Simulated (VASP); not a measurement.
Crystal: SrO (pbe).

```
CELL_PARAMETERS angstrom
0.00000 2.58000 2.58000
2.58000 0.00000 2.58000
2.58000 2.58000 0.00000
ATOMIC_POSITIONS crystal
Sr 0.00000 0.00000 0.00000
O 0.50000 0.50000 0.50000
```

| Item | Value |
| --- | --- |
| Program | VASP 6.6.1 |
| Task | relaxation of cell and atoms |
| Functional | PBE |
| Potentials or basis | VASP PAW PBE potentials, release 64 (Sr_sv, O) |
| Cutoff | 600 eV |
| k mesh | 6 × 6 × 6 |
| Occupations | gaussian, width 0.02 eV |
| Spin | no spin polarisation |

At the start: pressure 2.3 GPa; volume 17.17 Å³/atom.

**Question.** Where does the relaxation end?

**Answer.** Over 3 steps the energy falls by 3.0 meV/atom and the volume is 17.61 Å³/atom (+2.6 %); space group Fm-3m (No. 225, to 0.05 Å).

Step by step:
| step | energy change (eV) | largest force (eV/Å) | pressure (GPa) | volume (Å³) |
| --- | --- | --- | --- | --- |
| 1 | 0.0000 | 0.0000 | 2.26 | 34.35 |
| 2 | -0.0052 | 0.0000 | -0.78 | 35.57 |
| 3 | -0.0061 | 0.0000 | 0.00 | 35.23 |

Final structure:
```yaml
crystal:
  lattice:
    - [0.00000, 2.60187, 2.60187]
    - [2.60187, 0.00000, 2.60187]
    - [2.60187, 2.60187, 0.00000]
  atoms:
    - { symbol: Sr, position: [0.00000, 0.00000, 0.00000] }
    - { symbol: O, position: [0.50000, 0.50000, 0.50000] }
```
